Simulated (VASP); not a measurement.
# Te2Pt (Moncheite) (P-3m1) in VASP: notebook

Runs on Te2Pt (Moncheite). Level: PBE+D3(BJ). Tasks: single point, relaxation of shape and atoms at fixed volume.

All numbers are computed with VASP 6.6.1; they aren't measurements. Logs are shortened: lines on timing, memory, paths and dates and some standing lists are left out, and cuts for length are marked.

## 1. The cell of the first run

It takes space group P-3m1 (No. 164, trigonal). Conventional cell: a = 4.053 Å, b = 4.053 Å, c = 5.091 Å, α = 90.00°, β = 90.00°, γ = 120.00°. Te (site symmetry 3m) has 3 Pt at 2.71 Å and 6 Te at 3.34 to 3.58 Å within 3.6 Å. Pt (site symmetry -3m) has 6 Te at 2.71 Å within 3.6 Å.

## 2. Single point, PBE+D3(BJ)

INCAR

```
SYSTEM = Te2Pt
ALGO = Normal
EDIFF = 1E-6
ENCUT = 500
GGA = PE
GGA_COMPAT = .FALSE.
ISIF = 2
ISMEAR = 0
IVDW = 12
LASPH = .TRUE.
LCHARG = .FALSE.
LREAL = .FALSE.
LWAVE = .FALSE.
NBANDS = 18
NELM = 120
PREC = Accurate
SIGMA = 0.05
```

KPOINTS

```
k-points
0
G
  10 10 8
  0 0 0
```

POSCAR

```
Te2Pt
1.0
    4.0530831715      0.0000000000      0.0000000000
   -2.0265415858      3.5100729902      0.0000000000
    0.0000000000      0.0000000000      5.0910172365
Te Pt
2 1
Direct
    0.3333333333      0.6666666667      0.2665346017
    0.6666666667      0.3333333333      0.7334653983
    0.0000000000      0.0000000000      0.0000000000
```

Potentials or basis: VASP PAW PBE potentials, release 64 (Te, Pt).

The run is started by

```sh
> cat potpaw_PBE.64/Te/POTCAR potpaw_PBE.64/Pt/POTCAR > POTCAR
> mpirun -np 1 vasp_std > vasp.out
```

OUTCAR:

```text
SYSTEM = Te2Pt
   EDIFF = 1E-6
   ENCUT = 500
   GGA = PE
   ISIF = 2
   ISMEAR = 0
   IVDW = 12
   LASPH = .TRUE.
   LREAL = .FALSE.
   NELM = 120
   PREC = Accurate
 IVDW          = 12

 ion  position               nearest neighbor table
   1  0.333  0.667  0.267-   3 2.71   3 2.71   3 2.71   2 3.34   2 3.34   2 3.34   2 3.58   2 3.58
                             2 3.58
   2  0.667  0.333  0.733-   3 2.71   3 2.71   3 2.71   1 3.34   1 3.34   1 3.34   1 3.58   1 3.58
                             1 3.58
   3  0.000  0.000  0.000-   1 2.71   2 2.71   2 2.71   1 2.71   2 2.71   1 2.71

  LATTYP: Found a hexagonal cell.
 ALAT       =     4.0530831715
 C/A-ratio  =     1.2560850644

  Lattice vectors:

 A1 = (   4.0530831715,   0.0000000000,   0.0000000000)
 A2 = (  -2.0265415858,   3.5100729902,   0.0000000000)
 A3 = (   0.0000000000,   0.0000000000,   5.0910172365)

Analysis of symmetry for initial positions (statically):
=====================================================================
 Subroutine PRICEL returns:
 Original cell was already a primitive cell.

 Routine SETGRP: Setting up the symmetry group for a
 hexagonal supercell.

 Subroutine GETGRP returns: Found 12 space group operations
 (whereof 12 operations were pure point group operations)
 out of a pool of 24 trial point group operations.

The static configuration has the point symmetry D_3d.

Analysis of symmetry for dynamics (positions and initial velocities):
=====================================================================
 Subroutine PRICEL returns:
 Original cell was already a primitive cell.

 Routine SETGRP: Setting up the symmetry group for a
 hexagonal supercell.

 Subroutine GETGRP returns: Found 12 space group operations
 (whereof 12 operations were pure point group operations)
 out of a pool of 24 trial point group operations.

The dynamic configuration has the point symmetry D_3d.

 Subroutine INISYM returns: Found 12 space group operations
 (whereof 12 operations are pure point group operations),
 and found     1 'primitive' translations

----------------------------------------------------------------------------------------

                                     Primitive cell

  volume of cell :      72.4280

  direct lattice vectors                    reciprocal lattice vectors
     4.053083171  0.000000000  0.000000000     0.246725754  0.142447180  0.000000000
    -2.026541586  3.510072990  0.000000000     0.000000000  0.284894361  0.000000000
     0.000000000  0.000000000  5.091017236     0.000000000  0.000000000  0.196424399

  length of vectors
     4.053083171  4.053083172  5.091017236     0.284894361  0.284894361  0.196424399

  position of ions in fractional coordinates (direct lattice)
     0.333333333  0.666666667  0.266534602
     0.666666667  0.333333333  0.733465398
     0.000000000  0.000000000  0.000000000

  ion indices of the primitive-cell ions
   primitive index   ion index
                 1           1
                 2           2
                 3           3

----------------------------------------------------------------------------------------

 KPOINTS: k-points

Automatic generation of k-mesh.
 Grid dimensions read from file:
 generate k-points for:   10   10    8

 Generating k-lattice:

  Cartesian coordinates                     Fractional coordinates (reciprocal lattice)
     0.024672575  0.014244718  0.000000000     0.100000000  0.000000000  0.000000000
     0.000000000  0.028489436  0.000000000     0.000000000  0.100000000  0.000000000
     0.000000000  0.000000000  0.024553050     0.000000000  0.000000000  0.125000000

  Length of vectors
     0.028489436  0.028489436  0.024553050

  Shift w.r.t. Gamma in fractional coordinates (k-lattice)
     0.000000000  0.000000000  0.000000000

 Subroutine IBZKPT returns following result:
 ===========================================

 Found     94 irreducible k-points:

 Following reciprocal coordinates:
            Coordinates               Weight
  0.000000  0.000000  0.000000      1.000000
  0.100000  0.000000  0.000000      6.000000
  0.200000  0.000000  0.000000      6.000000
  0.300000  0.000000  0.000000      6.000000
  0.400000 -0.000000  0.000000      6.000000
  0.500000  0.000000  0.000000      3.000000
[... 16 lines left out ...]
  0.000000  0.400000  0.125000      6.000000
  0.500000  0.000000  0.125000      6.000000
 [... further k-points ...]
   k-points           NKPTS =     94   k-points in BZ     NKDIM =     94   number of bands    NBANDS=     18
   number of dos      NEDOS =    301   number of ions     NIONS =      3
   total plane-waves  NPLWV =  36000
   dimension x,y,z NGX =    30 NGY =   30 NGZ =   40
   dimension x,y,z NGXF=    60 NGYF=   60 NGZF=   80
   ions per type =               2   1
   NGX,Y,Z   is equivalent  to a cutoff of  12.31, 12.31, 13.06 a.u.
   NGXF,Y,Z  is equivalent  to a cutoff of  24.61, 24.61, 26.12 a.u.
 SYSTEM =  Te2Pt
   PREC   = accura    normal or accurate (medium, high low for compatibility)
   ISTART =      0    job   : 0-new  1-cont  2-samecut
   ICHARG =      2    charge: 1-file 2-atom 10-const
   ISPIN  =      1    spin polarized calculation?
   LNONCOLLINEAR =      F non collinear calculations
   LSORBIT =      F    spin-orbit coupling
   LASPH  =      T    aspherical Exc in radial PAW
   ENCUT  =  500.0 eV  36.75 Ry    6.06 a.u.   7.39  7.39  9.28*2*pi/ulx,y,z
   NELM   =    120;   NELMIN=  2; NELMDL= -5     # of ELM steps
   EDIFF  = 0.1E-05   stopping-criterion for ELM
   LREAL  =      F    real-space projection
   EDIFFG = 0.1E-04   stopping-criterion for IOM
   NSW    =      0    number of steps for IOM
   IBRION =     -1    ionic relax: 0-MD 1-quasi-New 2-CG
   NFREE  =      0    steps in history (QN), initial steepest desc. (CG)
   ISIF   =      2    stress and relaxation
   ISYM   =      2    0-nonsym 1-usesym 2-fastsym
   POTIM  = 0.5000    time-step for ionic-motion
   TEBEG  =    0.0;   TEEND  =   0.0 temperature during run
   PSTRESS=    0.0 pullay stress
   NELECT =      22.0000    total number of electrons
   NUPDOWN=      -1.0000    fix difference up-down
   EMIN   =  10.00;   EMAX   =-10.00  energy-range for DOS
   EFERMI =   0.00;   METHOD = LEGACY
   ISMEAR =     0;   SIGMA  =   0.05  broadening in eV -4-tet -1-fermi 0-gaus
   EFERMI_NEDOS =   21; number of points for ismear=-14 and -15
   IALGO  =     38    algorithm
   IMIX   =      4    mixing-type and parameters
     AMIX     =   0.40;   BMIX     =  1.00
     AMIX_MAG =   1.60;   BMIX_MAG =  1.00
  volume/ion in A,a.u.               =      24.14       162.92
  Fermi-wavevector in a.u.,A,eV,Ry     =   1.100475  2.079597 16.477281  1.211046
  Thomas-Fermi vector in A             =   2.236887
   LORBIT       =      0    0 simple, 1 ext, 2 COOP (PROOUT), +10 PAW based schemes
   GGA     = PE    functional components
   LHFCALC =     F    Hartree Fock is set to
   AEXX    =    0.0000 exact exchange contribution
   IVDW    =    12    specifies the selected vdW correction
   LEPSILON=     F    determine dielectric tensor
   LRPA    =     F    only Hartree local field effects (RPA)
 non-spin polarized calculation
 Gauss-broadening in eV      SIGMA  =   0.05
  energy-cutoff  :      500.00
  volume of cell :       72.43
 maximum number of plane-waves:      1860
 NGX is ok and might be reduce to    30
   NGX = 15   NGY = 15   NGZ = 19

 number of electron      21.9999996 magnetization

 Free energy of the ion-electron system (eV)
  ---------------------------------------------------
  ext. energy  EPLUGINS =         0.00000000
  ---------------------------------------------------
  free energy    TOTEN  =       -13.51442899 eV

  energy without entropy =      -13.51173898  energy(sigma->0) =      -13.51308398

 E-fermi :   8.8294     XC(G=0): -10.6198

 val. band max:        8.8213261997   @ k =   0.3000   0.3000   0.0000
 cond. band min:       8.8511297193   @ k =  -0.1000   0.4000   0.2500
 fundamental gap:      0.0298035196
 Fermi energy:         8.8293654371

 k-point     1 :       0.0000    0.0000    0.0000
  band No.  band energies     occupation
      1      -5.2383      2.00000
      2      -1.6214      2.00000
      3       2.1086      2.00000
      4       3.1907      2.00000
      5       3.1907      2.00000
      6       5.1552      2.00000
[... 10 lines left out ...]
     17      14.7869      0.00000
     18      18.2478      0.00000

 k-point     2 :       0.1000    0.0000    0.0000
  band No.  band energies     occupation
      1      -5.1312      2.00000
      2      -1.6936      2.00000
      3       2.2340      2.00000
      4       3.2489      2.00000
      5       3.2908      2.00000
      6       5.0634      2.00000
[... 10 lines left out ...]
     17      15.0007      0.00000
     18      16.9773      0.00000

 k-point     3 :       0.2000    0.0000    0.0000
  band No.  band energies     occupation
      1      -4.8200      2.00000
      2      -1.8910      2.00000
      3       2.5921      2.00000
      4       3.4110      2.00000
      5       3.5426      2.00000
      6       4.6420      2.00000
[... 10 lines left out ...]
     17      15.5738      0.00000
     18      16.0054      0.00000

 k-point     4 :       0.3000    0.0000    0.0000
  band No.  band energies     occupation
      1      -4.3390      2.00000
      2      -2.1814      2.00000
      3       3.0571      2.00000
      4       3.4677      2.00000
      5       3.6304      2.00000
      6       4.2447      2.00000
[... 10 lines left out ...]
     17      15.3259      0.00000
     18      16.0044      0.00000

 k-point     5 :       0.4000   -0.0000    0.0000
  band No.  band energies     occupation
      1      -3.7630      2.00000
      2      -2.5546      2.00000
      3       2.5411      2.00000
      4       3.8113      2.00000
      5       3.8206      2.00000
      6       4.6720      2.00000
[... 10 lines left out ...]
     17      14.7061      0.00000
     18      17.5187      0.00000

 k-point     6 :       0.5000    0.0000    0.0000
  band No.  band energies     occupation
      1      -3.3429      2.00000
      2      -2.8834      2.00000
      3       2.2252      2.00000
      4       3.8731      2.00000
      5       4.1284      2.00000
      6       5.1055      2.00000
[... 10 lines left out ...]
     17      14.5617      0.00000
     18      19.0646      0.00000

 k-point     7 :       0.1000    0.1000    0.0000
  band No.  band energies     occupation
      1      -4.9220      2.00000
      2      -1.8269      2.00000
      3       2.4741      2.00000
      4       3.3611      2.00000
      5       3.4696      2.00000
      6       4.8897      2.00000
[... 10 lines left out ...]
     17      15.5575      0.00000
     18      15.9459      0.00000

 k-point     8 :       0.2000    0.1000    0.0000
  band No.  band energies     occupation
      1      -4.5253      2.00000
      2      -2.0610      2.00000
      3       2.8990      2.00000
      4       3.5657      2.00000
      5       3.6798      2.00000
      6       4.2141      2.00000
[... 10 lines left out ...]
     17      15.8553      0.00000
     18      16.3780      0.00000
[... 229 lines left out ...]
     17      16.1810      0.00000
     18      16.6285      0.00000

 k-point    20 :       0.3000    0.0000    0.1250
  band No.  band energies     occupation
      1      -4.2519      2.00000
      2      -2.3513      2.00000
      3       3.0985      2.00000
      4       3.6359      2.00000
      5       3.7195      2.00000
      6       4.4242      2.00000
[... 10 lines left out ...]
     17      15.2725      0.00000
     18      16.5444      0.00000

 k-point    21 :       0.0000    0.3000    0.1250
  band No.  band energies     occupation
      1      -4.2933      2.00000
      2      -2.2063      2.00000
      3       2.5532      2.00000
      4       3.5022      2.00000
      5       3.5272      2.00000
      6       4.3829      2.00000
[... 10 lines left out ...]
     17      15.8350      0.00000
     18      16.7719      0.00000

 k-point    22 :       0.4000   -0.0000    0.1250
  band No.  band energies     occupation
      1      -3.6669      2.00000
      2      -2.6780      2.00000
      3       2.6253      2.00000
      4       3.8383      2.00000
      5       3.9939      2.00000
      6       4.4777      2.00000
[... 10 lines left out ...]
     17      15.6776      0.00000
     18      17.5610      0.00000

 k-point    23 :       0.0000    0.4000    0.1250
  band No.  band energies     occupation
      1      -3.7600      2.00000
      2      -2.4851      2.00000
      3       2.2451      2.00000
      4       3.4177      2.00000
      5       3.6856      2.00000
      6       4.9237      2.00000
[... 10 lines left out ...]
     17      16.0060      0.00000
     18      17.6253      0.00000

 k-point    24 :       0.5000    0.0000    0.1250
  band No.  band energies     occupation
      1      -3.3292      2.00000
      2      -2.8561      2.00000
      3       2.1470      2.00000
      4       3.7972      2.00000
      5       3.8405      2.00000
      6       5.1770      2.00000
[... 10 lines left out ...]
     17      15.7522      0.00000
     18      18.9889      0.00000

 [... further k-points ...]

------------------------ aborting loop because EDIFF is reached ----------------------------------------

 Edisp (eV)   -1.69805

 E8    (eV) :    -0.7794

  FORCE on cell =-STRESS in cart. coord.  units (eV):
  Direction    XX          YY          ZZ          XY          YZ          ZX
  --------------------------------------------------------------------------------------
  -------------------------------------------------------------------------------------
  Total      -0.04074    -0.04074    -0.01560     0.00000     0.00000    -0.00000
  in kB      -0.90120    -0.90120    -0.34520     0.00000     0.00000    -0.00000
  external pressure =       -0.72 kB  Pullay stress =        0.00 kB

 VOLUME and BASIS-vectors are now :
 -----------------------------------------------------------------------------
  energy-cutoff  :      500.00
  volume of cell :       72.43
      direct lattice vectors                 reciprocal lattice vectors
     4.053083171  0.000000000  0.000000000     0.246725754  0.142447180  0.000000000
    -2.026541586  3.510072990  0.000000000     0.000000000  0.284894361  0.000000000
     0.000000000  0.000000000  5.091017236     0.000000000  0.000000000  0.196424399

 POSITION                                       TOTAL-FORCE (eV/Angst)
 -----------------------------------------------------------------------------------
     -0.00000      2.34005      1.35693         0.000000      0.000000     -0.004924
      2.02654      1.17002      3.73408        -0.000000     -0.000000      0.004924
      0.00000      0.00000      0.00000         0.000000      0.000000      0.000000
 -----------------------------------------------------------------------------------
    total drift:                                0.000000      0.000000     -0.000000

  FREE ENERGIE OF THE ION-ELECTRON SYSTEM (eV)
  ---------------------------------------------------
  free  energy   TOTEN  =       -15.2124782854 eV

  energy  without entropy=      -15.2097882725  energy(sigma->0) =      -15.21113328
```

Wall time 1.8 min (1 thread of Intel Xeon 6975P-C (Granite Rapids), shared host); peak memory 0.27 GiB.

What came out:

* Free energy: -15.2125 eV
* Pressure: -0.1 GPa
* Largest force: 0.005 eV/Å
* Band gap on the k mesh: zero (band 11 reaches 9.88 eV, above the bottom of band 12 at 8.66 eV)
* Dispersion energy per atom: -0.566 eV

Forces in eV/Å, atoms in the order of the input:
```
Te   0.000  0.000 -0.005
Te   0.000  0.000  0.005
Pt   0.000  0.000  0.000
```

Levels at points of the mesh, in eV from the Fermi level:
| k point | band 9 | band 10 | band 11 | band 12 | band 13 | band 14 |
| --- | --- | --- | --- | --- | --- | --- |
| (0.00, 0.00, 0.00) | -0.46 | -0.46 | 0.81 | 0.81 | 1.64 | 2.62 |
| (0.50, 0.00, 0.00) | -3.32 | -3.21 | -2.84 | 0.11 | 2.69 | 3.98 |
| (0.00, 0.00, 0.50) | -1.35 | -1.32 | -1.32 | 2.27 | 2.27 | 4.25 |
| (0.50, 0.00, 0.50) | -3.16 | -2.24 | -0.64 | 0.25 | 1.39 | 4.47 |

Caveat: spin-orbit coupling is left out, which moves the levels of the heavy elements; pairwise dispersion overbinds metals, which lowers pressure and volume.

(Part 1 of 2 ends here.)
